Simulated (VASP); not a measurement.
# Al2Pt (Fm-3m) in VASP: a series of runs, part 2 of 2

VASP 6.6.1. The steps go on from the part before.

## 3. Single point, PBEsol

This run uses another cell than the first one, of 14.63 Å³/atom, 0.851 times its volume.

Input file INCAR:

```
PREC = Accurate
ENCUT = 520
EDIFF = 1E-6
ISMEAR = -1
SIGMA = 0.05
LREAL = False
LASPH = True
NELM = 80
ALGO = Normal
ISIF = 2
LWAVE = False
LCHARG = False
GGA = PS
NBANDS = 15
```

Input file KPOINTS:

```
regular mesh
0
Gamma
  8 8 8
```

Input file POSCAR:

```
Al2Pt
1.0
    0.0000000000      2.7999248881      2.7999248881
    2.7999248881      0.0000000000      2.7999248881
    2.7999248881      2.7999248881      0.0000000000
Pt Al
1 2
Direct
    0.0000000000      0.0000000000      0.0000000000
    0.7500000000      0.7500000000      0.7500000000
    0.2500000000      0.2500000000      0.2500000000
```

Potentials or basis: VASP PAW PBE potentials, release 64 (Pt, Al).

Launch:

```console
cat potpaw_PBE.64/Pt/POTCAR potpaw_PBE.64/Al/POTCAR > POTCAR
mpirun -np 1 vasp_std > vasp.out
```

OUTCAR:

```text
PREC = Accurate
   ENCUT = 520
   EDIFF = 1E-6
   ISMEAR = -1
   LREAL = False
   LASPH = True
   NELM = 80
   ISIF = 2
   GGA = PS

 ion  position               nearest neighbor table
   1  0.000  0.000  0.000-   2 2.42   3 2.42   2 2.42   2 2.42   2 2.42   3 2.42   3 2.42   3 2.42

   2  0.750  0.750  0.750-   1 2.42   1 2.42   1 2.42   1 2.42   3 2.80   3 2.80   3 2.80   3 2.80
                             3 2.80   3 2.80
   3  0.250  0.250  0.250-   1 2.42   1 2.42   1 2.42   1 2.42   2 2.80   2 2.80   2 2.80   2 2.80
                             2 2.80   2 2.80

  LATTYP: Found a face centered cubic cell.
 ALAT       =     5.5998497762

  Lattice vectors:

 A1 = (   0.0000000000,   2.7999248881,   2.7999248881)
 A2 = (   2.7999248881,   0.0000000000,   2.7999248881)
 A3 = (   2.7999248881,   2.7999248881,   0.0000000000)

Analysis of symmetry for initial positions (statically):
=====================================================================
 Subroutine PRICEL returns:
 Original cell was already a primitive cell.

 Routine SETGRP: Setting up the symmetry group for a
 face centered cubic supercell.

 Subroutine GETGRP returns: Found 48 space group operations
 (whereof 48 operations were pure point group operations)
 out of a pool of 48 trial point group operations.

The static configuration has the point symmetry O_h .

Analysis of symmetry for dynamics (positions and initial velocities):
=====================================================================
 Subroutine PRICEL returns:
 Original cell was already a primitive cell.

 Routine SETGRP: Setting up the symmetry group for a
 face centered cubic supercell.

 Subroutine GETGRP returns: Found 48 space group operations
 (whereof 48 operations were pure point group operations)
 out of a pool of 48 trial point group operations.

The dynamic configuration has the point symmetry O_h .

 Subroutine INISYM returns: Found 48 space group operations
 (whereof 48 operations are pure point group operations),
 and found     1 'primitive' translations

----------------------------------------------------------------------------------------

                                     Primitive cell

  volume of cell :      43.9005

  direct lattice vectors                    reciprocal lattice vectors
     0.000000000  2.799924888  2.799924888    -0.178576219  0.178576219  0.178576219
     2.799924888  0.000000000  2.799924888     0.178576219 -0.178576219  0.178576219
     2.799924888  2.799924888  0.000000000     0.178576219  0.178576219 -0.178576219

  length of vectors
     3.959691750  3.959691750  3.959691750     0.309303084  0.309303084  0.309303084

  position of ions in fractional coordinates (direct lattice)
     0.000000000  0.000000000  0.000000000
     0.750000000  0.750000000  0.750000000
     0.250000000  0.250000000  0.250000000

  ion indices of the primitive-cell ions
   primitive index   ion index
                 1           1
                 2           2
                 3           3

----------------------------------------------------------------------------------------

 KPOINTS: regular mesh

Automatic generation of k-mesh.
 Grid dimensions read from file:
 generate k-points for:    8    8    8

 Generating k-lattice:

[... 23 lines left out ...]
  0.125000  0.125000  0.000000      6.000000
[... 16 lines left out ...]
  0.500000  0.250000  0.125000     48.000000
 -0.375000  0.250000  0.125000     24.000000
 [... further k-points ...]
   k-points           NKPTS =     29   k-points in BZ     NKDIM =     29   number of bands    NBANDS=     15
   number of dos      NEDOS =    301   number of ions     NIONS =      3
   total plane-waves  NPLWV =  27000
   dimension x,y,z NGX =    30 NGY =   30 NGZ =   30
   dimension x,y,z NGXF=    60 NGYF=   60 NGZF=   60
   ions per type =               1   2
   NGX,Y,Z   is equivalent  to a cutoff of  12.60, 12.60, 12.60 a.u.
   NGXF,Y,Z  is equivalent  to a cutoff of  25.19, 25.19, 25.19 a.u.
 SYSTEM =  unknown system
   PREC   = accura    normal or accurate (medium, high low for compatibility)
   ISTART =      0    job   : 0-new  1-cont  2-samecut
   ICHARG =      2    charge: 1-file 2-atom 10-const
   ISPIN  =      1    spin polarized calculation?
   LNONCOLLINEAR =      F non collinear calculations
   LSORBIT =      F    spin-orbit coupling
   LASPH  =      T    aspherical Exc in radial PAW
   ENCUT  =  520.0 eV  38.22 Ry    6.18 a.u.   7.36  7.36  7.36*2*pi/ulx,y,z
   NELM   =     80;   NELMIN=  2; NELMDL= -5     # of ELM steps
   EDIFF  = 0.1E-05   stopping-criterion for ELM
   LREAL  =      F    real-space projection
   EDIFFG = 0.1E-04   stopping-criterion for IOM
   NSW    =      0    number of steps for IOM
   IBRION =     -1    ionic relax: 0-MD 1-quasi-New 2-CG
   NFREE  =      0    steps in history (QN), initial steepest desc. (CG)
   ISIF   =      2    stress and relaxation
   ISYM   =      2    0-nonsym 1-usesym 2-fastsym
   POTIM  = 0.5000    time-step for ionic-motion
   TEBEG  =    0.0;   TEEND  =   0.0 temperature during run
   PSTRESS=    0.0 pullay stress
   NELECT =      16.0000    total number of electrons
   NUPDOWN=      -1.0000    fix difference up-down
   EMIN   =  10.00;   EMAX   =-10.00  energy-range for DOS
   EFERMI =   0.00;   METHOD = LEGACY
   ISMEAR =    -1;   SIGMA  =   0.05  broadening in eV -4-tet -1-fermi 0-gaus
   EFERMI_NEDOS =   21; number of points for ismear=-14 and -15
   IALGO  =     38    algorithm
   IMIX   =      4    mixing-type and parameters
     AMIX     =   0.40;   BMIX     =  1.00
     AMIX_MAG =   1.60;   BMIX_MAG =  1.00
  volume/ion in A,a.u.               =      14.63        98.75
  Fermi-wavevector in a.u.,A,eV,Ry     =   1.169387  2.209822 18.605520  1.367467
  Thomas-Fermi vector in A             =   2.305861
   LORBIT       =      0    0 simple, 1 ext, 2 COOP (PROOUT), +10 PAW based schemes
   GGA     = PS    functional components
   LHFCALC =     F    Hartree Fock is set to
   AEXX    =    0.0000 exact exchange contribution
   IVDW    =     0    specifies the selected vdW correction
   LEPSILON=     F    determine dielectric tensor
   LRPA    =     F    only Hartree local field effects (RPA)
 non-spin polarized calculation
  energy-cutoff  :      520.00
  volume of cell :       43.90
 maximum number of plane-waves:      1243
 NGX is ok and might be reduce to    30
   NGX = 15   NGY = 15   NGZ = 15

 number of electron      16.0000000 magnetization

 Free energy of the ion-electron system (eV)
  ---------------------------------------------------
  ext. energy  EPLUGINS =         0.00000000
  ---------------------------------------------------
  free energy    TOTEN  =       -17.15201656 eV

  energy without entropy =      -17.14101464  energy(sigma->0) =      -17.14651560

 E-fermi :   9.8574     XC(G=0): -11.5393

 val. band max:        9.8293901436   @ k =   0.3750   0.2500   0.0000
 cond. band min:       9.8824812451   @ k =  -0.3750   0.1250   0.0000
 fundamental gap:      0.0530911015
 Fermi energy:         9.8574430314

 k-point     1 :       0.0000    0.0000    0.0000
  band No.  band energies     occupation
      1      -1.5963      2.00000
      2       3.8730      2.00000
      3       3.8730      2.00000
      4       3.8730      2.00000
      5       5.4105      2.00000
      6       5.4105      2.00000
      7      13.7468      0.00000
      8      13.7468      0.00000
      9      13.7468      0.00000
     10      14.1303      0.00000
     11      16.2648      0.00000
     12      16.2648      0.00000
     13      16.2648      0.00000
     14      16.8209      0.00000
[... 401 lines left out ...]
      2       3.0278      2.00000
      3       3.9863      2.00000
      4       4.6288      2.00000
      5       5.0598      2.00000
      6       5.7240      2.00000
      7       6.1008      2.00000
      8       8.8553      2.00000
      9       9.9775      0.16609
     10      14.0830      0.00000
     11      15.8716      0.00000
     12      17.3256      0.00000
     13      17.7459      0.00000
     14      19.0488      0.00000
     15      20.3706      0.00000

 [... further k-points ...]
[... 5 lines left out ...]
  --------------------------------------------------------------------------------------
  -------------------------------------------------------------------------------------
  Total        8.2759140      8.2759140      8.2759140      0.0000000      0.0000000      0.0000000
  in kB      302.0350987    302.0350987    302.0350987      0.0000000      0.0000000      0.0000000
  external PRESSURE =     302.0350987 kB  Pullay stress =       0.0000000 kB

 VOLUME and BASIS-vectors are now :
 -----------------------------------------------------------------------------
  energy-cutoff  :      520.00
  volume of cell :       43.90
      direct lattice vectors                 reciprocal lattice vectors
     0.000000000  2.799924888  2.799924888    -0.178576219  0.178576219  0.178576219
     2.799924888  0.000000000  2.799924888     0.178576219 -0.178576219  0.178576219
     2.799924888  2.799924888  0.000000000     0.178576219  0.178576219 -0.178576219

 POSITION                                       TOTAL-FORCE (eV/Angst)
 -----------------------------------------------------------------------------------
      0.00000      0.00000      0.00000        -0.000000     -0.000000     -0.000000
      4.19989      4.19989      4.19989        -0.000000     -0.000000     -0.000000
      1.39996      1.39996      1.39996         0.000000      0.000000      0.000000
 -----------------------------------------------------------------------------------
    total drift:                                0.000000     -0.000000     -0.000000

  FREE ENERGIE OF THE ION-ELECTRON SYSTEM (eV)
  ---------------------------------------------------
  free  energy   TOTEN  =       -17.1520165625 eV

  energy  without entropy=      -17.1410146394  energy(sigma->0) =      -17.14651560
```

OSZICAR:

```text
N       E                     dE             d eps       ncg     rms          rms(c)
DAV:   1     0.512393696870E+02    0.51239E+02   -0.68570E+03   886   0.929E+02
DAV:   2    -0.164600466846E+02   -0.67699E+02   -0.60843E+02  1060   0.176E+02
DAV:   3    -0.178966115142E+02   -0.14366E+01   -0.14289E+01  1136   0.244E+01
DAV:   4    -0.179073449191E+02   -0.10733E-01   -0.10732E-01  1024   0.248E+00
DAV:   5    -0.179075180317E+02   -0.17311E-03   -0.17311E-03  1143   0.326E-01    0.118E+01
DAV:   6    -0.172903157913E+02    0.61720E+00   -0.19292E+00  1031   0.129E+01    0.311E+00
DAV:   7    -0.171930524947E+02    0.97263E-01   -0.10270E-01   975   0.302E+00    0.209E+00
DAV:   8    -0.171521851673E+02    0.40867E-01   -0.22655E-02  1089   0.123E+00    0.295E-01
DAV:   9    -0.171519986701E+02    0.18650E-03   -0.11521E-03  1073   0.277E-01    0.180E-01
DAV:  10    -0.171520181608E+02   -0.19491E-04   -0.14973E-04  1081   0.948E-02    0.192E-02
DAV:  11    -0.171520164944E+02    0.16664E-05   -0.60467E-06  1059   0.228E-02    0.901E-03
DAV:  12    -0.171520165625E+02   -0.68157E-07   -0.37261E-07   680   0.419E-03
   1 F= -.17152017E+02 E0= -.17146516E+02  d E =-.110019E-01
```

Wall time 20 s (1 thread of Intel Xeon 8259CL, shared host); peak memory 0.18 GiB.

Results:

| Item | Value |
| --- | --- |
| Free energy | -17.1520 eV |
| Pressure | 30.2 GPa |
| Band gap on the k mesh | zero (band 8 reaches 13.75 eV, above the bottom of band 9 at 7.93 eV) |

Caveat: the PAW data sets were made with another functional, which shifts forces and pressure a little; spin-orbit coupling is left out, which moves the levels of the heavy elements.
